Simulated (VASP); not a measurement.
# MgS (Fm-3m) in VASP: notebook, part 2 of 2

VASP 6.6.1.

## 3. Single point, PBE (volume scaled by 0.97)

INCAR reads:

```
SYSTEM = MgS
PREC = Accurate ; ENCUT = 520
EDIFF = 1E-6 ; ISMEAR = 0
SIGMA = 0.02 ; LREAL = .FALSE.
LASPH = .TRUE. ; NELM = 60
ALGO = Normal ; ISIF = 2
LWAVE = .FALSE. ; LCHARG = .TRUE.
GGA = PE ; LELF = .TRUE.
LVHAR = .TRUE. ; NBANDS = 11
```

KPOINTS reads:

```
regular mesh
0
G
  8 8 8
  0 0 0
```

POSCAR reads:

```
MgS
1.0
    0.0000000000      2.5884431564      2.5884431564
    2.5884431564      0.0000000000      2.5884431564
    2.5884431564      2.5884431564      0.0000000000
Mg S
1 1
Direct
    0.0000000000      0.0000000000      0.0000000000
    0.5000000000      0.5000000000      0.5000000000
```

Potentials or basis: VASP PAW PBE potentials, release 64 (Mg, S).

Started as:

```bash
> cat potpaw_PBE.64/Mg/POTCAR potpaw_PBE.64/S/POTCAR > POTCAR
> mpirun -np 1 vasp_std > vasp.out
```

OUTCAR:

```text
SYSTEM = MgS
   PREC = Accurate
   ENCUT = 520
   EDIFF = 1E-6
   ISMEAR = 0
   LREAL = .FALSE.
   LASPH = .TRUE.
   NELM = 60
   ISIF = 2
   GGA = PE

 ion  position               nearest neighbor table
   1  0.000  0.000  0.000-   2 2.59   2 2.59   2 2.59   2 2.59   2 2.59   2 2.59
   2  0.500  0.500  0.500-   1 2.59   1 2.59   1 2.59   1 2.59   1 2.59   1 2.59

  LATTYP: Found a face centered cubic cell.
 ALAT       =     5.1768863128

  Lattice vectors:

 A1 = (   0.0000000000,   2.5884431564,   2.5884431564)
 A2 = (   2.5884431564,   0.0000000000,   2.5884431564)
 A3 = (   2.5884431564,   2.5884431564,   0.0000000000)

Analysis of symmetry for initial positions (statically):
=====================================================================
 Subroutine PRICEL returns:
 Original cell was already a primitive cell.

 Routine SETGRP: Setting up the symmetry group for a
 face centered cubic supercell.

 Subroutine GETGRP returns: Found 48 space group operations
 (whereof 48 operations were pure point group operations)
 out of a pool of 48 trial point group operations.

The static configuration has the point symmetry O_h .

Analysis of symmetry for dynamics (positions and initial velocities):
[... 173 lines left out ...]
      6      11.8071      0.00000
      7      11.8071      0.00000
      8      11.8071      0.00000
      9      14.2291      0.00000
     10      14.2291      0.00000
     11      16.4364      0.00000
[... 309 lines left out ...]
 k-point    24 :      -0.3750    0.2500    0.1250
  band No.  band energies     occupation
      1      -7.3455      2.00000
      2      -0.5153      2.00000
      3       1.6822      2.00000
      4       2.6865      2.00000
      5       9.4712      0.00000
      6      10.0047      0.00000
      7      12.3293      0.00000
      8      13.3583      0.00000
      9      16.1963      0.00000
     10      17.2941      0.00000
     11      19.5268      0.00000

 [... further k-points ...]

------------------------ aborting loop because EDIFF is reached ----------------------------------------

  FORCE on cell =-STRESS in cart. coord.  units (eV):
  Direction    XX          YY          ZZ          XY          YZ          ZX
  --------------------------------------------------------------------------------------
  -------------------------------------------------------------------------------------
  Total        0.4532535      0.4532535      0.4532535      0.0000000      0.0000000     -0.0000000
  in kB       20.9365865     20.9365865     20.9365865      0.0000000      0.0000000     -0.0000000
  external PRESSURE =      20.9365865 kB  Pullay stress =       0.0000000 kB

 VOLUME and BASIS-vectors are now :
 -----------------------------------------------------------------------------
  energy-cutoff  :      520.00
  volume of cell :       34.69
      direct lattice vectors                 reciprocal lattice vectors
     0.000000000  2.588443156  2.588443156    -0.193166305  0.193166305  0.193166305
     2.588443156  0.000000000  2.588443156     0.193166305 -0.193166305  0.193166305
     2.588443156  2.588443156  0.000000000     0.193166305  0.193166305 -0.193166305

 POSITION                                       TOTAL-FORCE (eV/Angst)
 -----------------------------------------------------------------------------------
      0.00000      0.00000      0.00000         0.000000     -0.000000     -0.000000
      2.58844      2.58844      2.58844        -0.000000      0.000000      0.000000
 -----------------------------------------------------------------------------------
    total drift:                                0.000000      0.000000      0.000000

  FREE ENERGIE OF THE ION-ELECTRON SYSTEM (eV)
  ---------------------------------------------------
  free  energy   TOTEN  =        -8.4968551030 eV

  energy  without entropy=       -8.4968551030  energy(sigma->0) =       -8.49685510
```

stdout:

```text
POSCAR found type information on POSCAR MgS
 POSCAR found :  2 types and       2 ions
 scaLAPACK will be used
 LDA part: xc-table for (Slater+PW92), standard interpolation
 POSCAR, INCAR and KPOINTS ok, starting setup
 FFT: planning ... GRIDC
 FFT: planning ... GRID_SOFT
 FFT: planning ... GRID
 WAVECAR not read
 entering main loop
```

Run time: 14 s. Hardware: 1 thread of Intel Xeon 8259CL, shared host; peak memory 0.16 GiB.

What came out:

| Item | Value |
| --- | --- |
| Free energy | -8.4969 eV |
| Pressure | 2.1 GPa |
| Band gap on the k mesh | 2.81 eV, indirect (least direct gap 3.83 eV) |

 A k mesh can miss the band edges.

## 4. Single point, PBE (volume scaled by 1.03)

INCAR reads:

```
  ALGO = Normal
  EDIFF = 1E-7
  ENCUT = 520
  GGA = PE
  ISIF = 2
  ISMEAR = 0
  LASPH = T
  LCHARG = T
  LELF = T
  LREAL = F
  LVHAR = T
  LWAVE = F
  NBANDS = 11
  NELM = 80
  PREC = Accurate
  SIGMA = 0.02
```

KPOINTS reads:

```
k-points
0
Gamma
  8 8 8
```

POSCAR reads:

```
MgS
1.0
    0.0000000000      2.6407490298      2.6407490298
    2.6407490298      0.0000000000      2.6407490298
    2.6407490298      2.6407490298      0.0000000000
Mg S
1 1
Direct
    0.0000000000      0.0000000000      0.0000000000
    0.5000000000      0.5000000000      0.5000000000
```

Potentials or basis: VASP PAW PBE potentials, release 64 (Mg, S).

Started as:

```bash
> cat potpaw_PBE.64/Mg/POTCAR potpaw_PBE.64/S/POTCAR > POTCAR
> mpirun -np 1 vasp_std > vasp.out
```

OUTCAR:

```text
EDIFF = 1E-7
   ENCUT = 520
   GGA = PE
   ISIF = 2
   ISMEAR = 0
   LASPH = T
   LREAL = F
   NELM = 80
   PREC = Accurate

 ion  position               nearest neighbor table
   1  0.000  0.000  0.000-   2 2.64   2 2.64   2 2.64   2 2.64   2 2.64   2 2.64
   2  0.500  0.500  0.500-   1 2.64   1 2.64   1 2.64   1 2.64   1 2.64   1 2.64

  LATTYP: Found a face centered cubic cell.
 ALAT       =     5.2814980596

  Lattice vectors:

 A1 = (   0.0000000000,   2.6407490298,   2.6407490298)
 A2 = (   2.6407490298,   0.0000000000,   2.6407490298)
 A3 = (   2.6407490298,   2.6407490298,   0.0000000000)

Analysis of symmetry for initial positions (statically):
=====================================================================
 Subroutine PRICEL returns:
 Original cell was already a primitive cell.

 Routine SETGRP: Setting up the symmetry group for a
 face centered cubic supercell.

 Subroutine GETGRP returns: Found 48 space group operations
 (whereof 48 operations were pure point group operations)
 out of a pool of 48 trial point group operations.

The static configuration has the point symmetry O_h .

Analysis of symmetry for dynamics (positions and initial velocities):
[... 170 lines left out ...]
      3       3.3360      2.00000
      4       3.3360      2.00000
      5       6.7027      0.00000
      6      11.3141      0.00000
      7      11.3141      0.00000
      8      11.3141      0.00000
      9      13.6326      0.00000
     10      13.6326      0.00000
     11      15.7655      0.00000
[... 309 lines left out ...]
 k-point    24 :      -0.3750    0.2500    0.1250
  band No.  band energies     occupation
      1      -7.7120      2.00000
      2      -0.7527      2.00000
      3       1.3317      2.00000
      4       2.2654      2.00000
      5       8.7905      0.00000
      6       9.3481      0.00000
      7      11.6088      0.00000
      8      12.5330      0.00000
      9      15.4037      0.00000
     10      16.2595      0.00000
     11      18.6228      0.00000

 [... further k-points ...]

------------------------ aborting loop because EDIFF is reached ----------------------------------------

  FORCE on cell =-STRESS in cart. coord.  units (eV):
  Direction    XX          YY          ZZ          XY          YZ          ZX
  --------------------------------------------------------------------------------------
  -------------------------------------------------------------------------------------
  Total       -0.5371017     -0.5371017     -0.5371017      0.0000000      0.0000000      0.0000000
  in kB      -23.3644589    -23.3644589    -23.3644589      0.0000000      0.0000000      0.0000000
  external PRESSURE =     -23.3644589 kB  Pullay stress =       0.0000000 kB

 VOLUME and BASIS-vectors are now :
 -----------------------------------------------------------------------------
  energy-cutoff  :      520.00
  volume of cell :       36.83
      direct lattice vectors                 reciprocal lattice vectors
     0.000000000  2.640749030  2.640749030    -0.189340219  0.189340219  0.189340219
     2.640749030  0.000000000  2.640749030     0.189340219 -0.189340219  0.189340219
     2.640749030  2.640749030  0.000000000     0.189340219  0.189340219 -0.189340219

 POSITION                                       TOTAL-FORCE (eV/Angst)
 -----------------------------------------------------------------------------------
      0.00000      0.00000      0.00000        -0.000000      0.000000     -0.000000
      2.64075      2.64075      2.64075         0.000000     -0.000000      0.000000
 -----------------------------------------------------------------------------------
    total drift:                                0.000000      0.000000      0.000000

  FREE ENERGIE OF THE ION-ELECTRON SYSTEM (eV)
  ---------------------------------------------------
  free  energy   TOTEN  =        -8.4941944647 eV

  energy  without entropy=       -8.4941944647  energy(sigma->0) =       -8.49419446
```

stdout:

```text
POSCAR found type information on POSCAR MgS
 POSCAR found :  2 types and       2 ions
 scaLAPACK will be used
 LDA part: xc-table for (Slater+PW92), standard interpolation
 POSCAR, INCAR and KPOINTS ok, starting setup
 FFT: planning ... GRIDC
 FFT: planning ... GRID_SOFT
 FFT: planning ... GRID
 WAVECAR not read
 entering main loop
```

It took 17 s on 1 thread of Intel Xeon 8259CL, shared host; peak memory 0.16 GiB.

What came out:

| Item | Value |
| --- | --- |
| Free energy | -8.4942 eV |
| Pressure | -2.3 GPa |
| Band gap on the k mesh | 2.68 eV, indirect (least direct gap 3.37 eV) |

 A k mesh can miss the band edges.

## 5. Summary

```tsv
cell	gap on the mesh (eV)	pressure (GPa)
a = 3.698 Å, angles 60.0°, 2 atoms	2.74	-0.3
a = 3.661 Å, angles 60.0°, 2 atoms	2.81	2.1
a = 3.735 Å, angles 60.0°, 2 atoms	2.68	-2.3
```

Alike in all rows: task single point; level PBE; potentials or basis VASP PAW PBE potentials, release 64 (Mg, S); no spin polarisation; k mesh 8 × 8 × 8; cutoff (eV) 520; smearing gaussian 0.02 eV.

Absolute energies hang on the potentials; compare differences alone.
